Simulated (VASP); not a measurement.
# InAs (Fm-3m) in VASP: single point with PBE

Aim: the single point of InAs with PBE.

Program: VASP 6.6.1. These are calculated values, not measurements. Logs are shortened: lines on timing, memory, paths and dates and some standing lists are left out, and cuts for length are marked.

**1. The cell of the first run**

Symmetry: Fm-3m, No. 225, cubic system. Conventional cell: a = 5.773 Å, b = 5.773 Å, c = 5.773 Å, α = 90.00°, β = 90.00°, γ = 90.00°. In (site symmetry m-3m) has 6 As at 2.89 Å within 3.8 Å. Within 3.8 Å of As (site symmetry m-3m) lie 6 In at 2.89 Å.

**2. Single point, PBE**

INCAR reads:

```
SYSTEM = InAs
PREC = Accurate
ENCUT = 500
EDIFF = 1E-6
ISMEAR = 0
SIGMA = 0.2
LREAL = .False.
LASPH = .True.
NELM = 120
ALGO = Normal
ISIF = 2
LWAVE = .False.
LCHARG = .True.
GGA = PE
LELF = .True.
LVHAR = .True.
NBANDS = 16
GGA_COMPAT = .False.
```

KPOINTS reads:

```
regular mesh
0
Gamma
  6 6 6
  0 0 0
```

POSCAR reads:

```
InAs
1.0
    0.0000000000      2.8867094900      2.8867094900
    2.8867094900      0.0000000000      2.8867094900
    2.8867094900      2.8867094900      0.0000000000
In As
1 1
Direct
    0.0000000000      0.0000000000      0.0000000000
    0.5000000000      0.5000000000      0.5000000000
```

Potentials or basis: VASP PAW PBE potentials, release 64 (In_d, As).

Launch:

```sh
cat potpaw_PBE.64/In_d/POTCAR potpaw_PBE.64/As/POTCAR > POTCAR
mpirun -np 1 vasp_std > vasp.out
```

OUTCAR:

```text
SYSTEM = InAs
   PREC = Accurate
   ENCUT = 500
   EDIFF = 1E-6
   ISMEAR = 0
   LREAL = .False.
   LASPH = .True.
   NELM = 120
   ISIF = 2
   GGA = PE

 ion  position               nearest neighbor table
   1  0.000  0.000  0.000-   2 2.89   2 2.89   2 2.89   2 2.89   2 2.89   2 2.89
   2  0.500  0.500  0.500-   1 2.89   1 2.89   1 2.89   1 2.89   1 2.89   1 2.89

  LATTYP: Found a face centered cubic cell.
 ALAT       =     5.7734189800

  Lattice vectors:

 A1 = (   0.0000000000,   2.8867094900,   2.8867094900)
 A2 = (   2.8867094900,   0.0000000000,   2.8867094900)
 A3 = (   2.8867094900,   2.8867094900,   0.0000000000)

Analysis of symmetry for initial positions (statically):
=====================================================================
 Subroutine PRICEL returns:
 Original cell was already a primitive cell.

 Routine SETGRP: Setting up the symmetry group for a
 face centered cubic supercell.

 Subroutine GETGRP returns: Found 48 space group operations
 (whereof 48 operations were pure point group operations)
 out of a pool of 48 trial point group operations.

The static configuration has the point symmetry O_h .

Analysis of symmetry for dynamics (positions and initial velocities):
=====================================================================
 Subroutine PRICEL returns:
 Original cell was already a primitive cell.

 Routine SETGRP: Setting up the symmetry group for a
 face centered cubic supercell.

 Subroutine GETGRP returns: Found 48 space group operations
 (whereof 48 operations were pure point group operations)
 out of a pool of 48 trial point group operations.

The dynamic configuration has the point symmetry O_h .

 Subroutine INISYM returns: Found 48 space group operations
 (whereof 48 operations are pure point group operations),
 and found     1 'primitive' translations

----------------------------------------------------------------------------------------

                                     Primitive cell

  volume of cell :      48.1104

  direct lattice vectors                    reciprocal lattice vectors
     0.000000000  2.886709490  2.886709490    -0.173207592  0.173207592  0.173207592
     2.886709490  0.000000000  2.886709490     0.173207592 -0.173207592  0.173207592
     2.886709490  2.886709490  0.000000000     0.173207592  0.173207592 -0.173207592

  length of vectors
     4.082423711  4.082423711  4.082423711     0.300004350  0.300004350  0.300004350

  position of ions in fractional coordinates (direct lattice)
     0.000000000  0.000000000  0.000000000
     0.500000000  0.500000000  0.500000000

  ion indices of the primitive-cell ions
   primitive index   ion index
                 1           1
                 2           2

----------------------------------------------------------------------------------------

 KPOINTS: regular mesh

Automatic generation of k-mesh.
 Grid dimensions read from file:
 generate k-points for:    6    6    6

 Generating k-lattice:

  Cartesian coordinates                     Fractional coordinates (reciprocal lattice)
    -0.028867932  0.028867932  0.028867932     0.166666667  0.000000000  0.000000000
     0.028867932 -0.028867932  0.028867932     0.000000000  0.166666667  0.000000000
     0.028867932  0.028867932 -0.028867932     0.000000000  0.000000000  0.166666667

  Length of vectors
     0.050000725  0.050000725  0.050000725

  Shift w.r.t. Gamma in fractional coordinates (k-lattice)
     0.000000000  0.000000000  0.000000000

 Subroutine IBZKPT returns following result:
 ===========================================

 Found     16 irreducible k-points:

 Following reciprocal coordinates:
            Coordinates               Weight
  0.000000  0.000000  0.000000      1.000000
  0.166667  0.000000  0.000000      8.000000
  0.333333  0.000000  0.000000      8.000000
  0.500000  0.000000  0.000000      4.000000
  0.166667  0.166667  0.000000      6.000000
  0.333333  0.166667  0.000000     24.000000
[... 8 lines left out ...]
 -0.333333  0.333333  0.166667     24.000000
 -0.333333  0.500000  0.166667     12.000000
   k-points           NKPTS =     16   k-points in BZ     NKDIM =     16   number of bands    NBANDS=     16
   number of dos      NEDOS =    301   number of ions     NIONS =      2
   total plane-waves  NPLWV =  27000
   dimension x,y,z NGX =    30 NGY =   30 NGZ =   30
   dimension x,y,z NGXF=    60 NGYF=   60 NGZF=   60
   ions per type =               1   1
   NGX,Y,Z   is equivalent  to a cutoff of  12.22, 12.22, 12.22 a.u.
   NGXF,Y,Z  is equivalent  to a cutoff of  24.43, 24.43, 24.43 a.u.
 SYSTEM =  InAs
   PREC   = accura    normal or accurate (medium, high low for compatibility)
   ISTART =      0    job   : 0-new  1-cont  2-samecut
   ICHARG =      2    charge: 1-file 2-atom 10-const
   ISPIN  =      1    spin polarized calculation?
   LNONCOLLINEAR =      F non collinear calculations
   LSORBIT =      F    spin-orbit coupling
   LASPH  =      T    aspherical Exc in radial PAW
   ENCUT  =  500.0 eV  36.75 Ry    6.06 a.u.   7.44  7.44  7.44*2*pi/ulx,y,z
   NELM   =    120;   NELMIN=  2; NELMDL= -5     # of ELM steps
   EDIFF  = 0.1E-05   stopping-criterion for ELM
   LREAL  =      F    real-space projection
   EDIFFG = 0.1E-04   stopping-criterion for IOM
   NSW    =      0    number of steps for IOM
   IBRION =     -1    ionic relax: 0-MD 1-quasi-New 2-CG
   NFREE  =      0    steps in history (QN), initial steepest desc. (CG)
   ISIF   =      2    stress and relaxation
   ISYM   =      2    0-nonsym 1-usesym 2-fastsym
   POTIM  = 0.5000    time-step for ionic-motion
   TEBEG  =    0.0;   TEEND  =   0.0 temperature during run
   PSTRESS=    0.0 pullay stress
   NELECT =      18.0000    total number of electrons
   NUPDOWN=      -1.0000    fix difference up-down
   EMIN   =  10.00;   EMAX   =-10.00  energy-range for DOS
   EFERMI =   0.00;   METHOD = LEGACY
   ISMEAR =     0;   SIGMA  =   0.20  broadening in eV -4-tet -1-fermi 0-gaus
   EFERMI_NEDOS =   21; number of points for ismear=-14 and -15
   IALGO  =     38    algorithm
   IMIX   =      4    mixing-type and parameters
     AMIX     =   0.40;   BMIX     =  1.00
     AMIX_MAG =   1.60;   BMIX_MAG =  1.00
  volume/ion in A,a.u.               =      24.06       162.33
  Fermi-wavevector in a.u.,A,eV,Ry     =   1.179648  2.229212 18.933464  1.391570
  Thomas-Fermi vector in A             =   2.315955
   LORBIT       =      0    0 simple, 1 ext, 2 COOP (PROOUT), +10 PAW based schemes
   GGA     = PE    functional components
   LHFCALC =     F    Hartree Fock is set to
   AEXX    =    0.0000 exact exchange contribution
   IVDW    =     0    specifies the selected vdW correction
   LEPSILON=     F    determine dielectric tensor
   LRPA    =     F    only Hartree local field effects (RPA)
 non-spin polarized calculation
 Gauss-broadening in eV      SIGMA  =   0.20
  energy-cutoff  :      500.00
  volume of cell :       48.11
 maximum number of plane-waves:      1243
 NGX is ok and might be reduce to    30
   NGX = 15   NGY = 15   NGZ = 15

 number of electron      18.0000006 magnetization

 Free energy of the ion-electron system (eV)
  ---------------------------------------------------
  ext. energy  EPLUGINS =         0.00000000
  ---------------------------------------------------
  free energy    TOTEN  =        -7.35952769 eV

  energy without entropy =       -7.33337879  energy(sigma->0) =       -7.34645324

 E-fermi :   5.8756     XC(G=0): -10.0494

 val. band max:        5.8513409477   @ k =   0.3333   0.0000   0.0000
 cond. band min:       5.9993719487   @ k =   0.5000   0.0000   0.0000
 fundamental gap:      0.1480310011
 Fermi energy:         5.8755533378

 k-point     1 :       0.0000    0.0000    0.0000
  band No.  band energies     occupation
      1      -8.4894      2.00000
      2      -8.4894      2.00000
      3      -8.4699      2.00000
      4      -8.4699      2.00000
      5      -8.4699      2.00000
      6      -6.2115      2.00000
[... 8 lines left out ...]
     15      13.2569      0.00000
     16      13.2569      0.00000

 k-point     2 :       0.1667    0.0000    0.0000
  band No.  band energies     occupation
      1      -8.5000      2.00000
      2      -8.5000      2.00000
      3      -8.4704      2.00000
      4      -8.4580      2.00000
      5      -8.4580      2.00000
      6      -5.9203      2.00000
[... 8 lines left out ...]
     15      13.7716      0.00000
     16      13.7716      0.00000

 k-point     3 :       0.3333    0.0000    0.0000
  band No.  band energies     occupation
      1      -8.5243      2.00000
      2      -8.5243      2.00000
      3      -8.4730      2.00000
      4      -8.4309      2.00000
      5      -8.4309      2.00000
      6      -5.1547      2.00000
[... 8 lines left out ...]
     15      15.5433      0.00000
     16      15.5433      0.00000

 k-point     4 :       0.5000    0.0000    0.0000
  band No.  band energies     occupation
      1      -8.5366      2.00000
      2      -8.5366      2.00000
      3      -8.4750      2.00000
      4      -8.4170      2.00000
      5      -8.4169      2.00000
      6      -4.5774      2.00000
[... 8 lines left out ...]
     15      17.6054      0.00000
     16      17.6054      0.00000
[... 172 lines left out ...]
 k-point    14 :       0.5000    0.3333    0.1667
  band No.  band energies     occupation
      1      -8.6220      2.00000
      2      -8.4975      2.00000
      3      -8.4745      2.00000
      4      -8.4277      2.00000
      5      -8.4153      2.00000
      6      -4.4456      2.00000
[... 8 lines left out ...]
     15      17.6018      0.00000
     16      17.7576      0.00000

 k-point    15 :      -0.3333    0.3333    0.1667
  band No.  band energies     occupation
      1      -8.6386      2.00000
      2      -8.5059      2.00000
      3      -8.4547      2.00000
      4      -8.4460      2.00000
      5      -8.4041      2.00000
      6      -3.9666      2.00000
[... 8 lines left out ...]
     15      15.5433      0.00000
     16      19.0872      0.00000

 k-point    16 :      -0.3333    0.5000    0.1667
  band No.  band energies     occupation
      1      -8.6917      2.00000
      2      -8.4843      2.00000
      3      -8.4797      2.00000
      4      -8.4243      2.00000
      5      -8.3942      2.00000
      6      -3.7257      2.00000
[... 8 lines left out ...]
     15      17.3538      0.00000
     16      19.9016      0.00000

------------------------ aborting loop because EDIFF is reached ----------------------------------------

  FORCE on cell =-STRESS in cart. coord.  units (eV):
  Direction    XX          YY          ZZ          XY          YZ          ZX
  --------------------------------------------------------------------------------------
  -------------------------------------------------------------------------------------
  Total       -0.1636409     -0.1636409     -0.1636409      0.0000000     -0.0000000     -0.0000000
  in kB       -5.4495834     -5.4495834     -5.4495834      0.0000000     -0.0000000     -0.0000000
  external PRESSURE =      -5.4495834 kB  Pullay stress =       0.0000000 kB

 VOLUME and BASIS-vectors are now :
 -----------------------------------------------------------------------------
  energy-cutoff  :      500.00
  volume of cell :       48.11
      direct lattice vectors                 reciprocal lattice vectors
     0.000000000  2.886709490  2.886709490    -0.173207592  0.173207592  0.173207592
     2.886709490  0.000000000  2.886709490     0.173207592 -0.173207592  0.173207592
     2.886709490  2.886709490  0.000000000     0.173207592  0.173207592 -0.173207592

 POSITION                                       TOTAL-FORCE (eV/Angst)
 -----------------------------------------------------------------------------------
      0.00000      0.00000      0.00000         0.000000     -0.000000     -0.000000
      2.88671      2.88671      2.88671        -0.000000      0.000000      0.000000
 -----------------------------------------------------------------------------------
    total drift:                               -0.000000      0.000000      0.000000

  FREE ENERGIE OF THE ION-ELECTRON SYSTEM (eV)
  ---------------------------------------------------
  free  energy   TOTEN  =        -7.3595276893 eV

  energy  without entropy=       -7.3333787900  energy(sigma->0) =       -7.34645324
```

It took 7.3 s on 1 thread of Intel Xeon 6975P-C (Granite Rapids), shared host; peak memory 0.17 GiB.

What came out:

```
Free energy            : -7.3595 eV
Pressure               : -0.5 GPa
Band gap on the k mesh : zero (band 9 reaches 6.19 eV, above the bottom of band 10 at 3.62 eV)
```

Levels at points of the mesh, in eV from the Fermi level:
```tsv
k point	band 6	band 7	band 8	band 9	band 10	band 11	band 12	band 13
(0.00, 0.00, 0.00)	-12.09	-0.78	-0.25	-0.25	-0.25	7.11	7.11	7.11
(0.50, 0.00, 0.00)	-10.45	-6.51	0.12	0.12	2.06	3.21	3.21	4.28
(0.50, 0.50, 0.00)	-9.60	-4.69	-2.99	-2.25	-2.25	3.84	9.05	9.05
```

Caveat: spin-orbit coupling is left out, which moves the levels of the heavy elements.
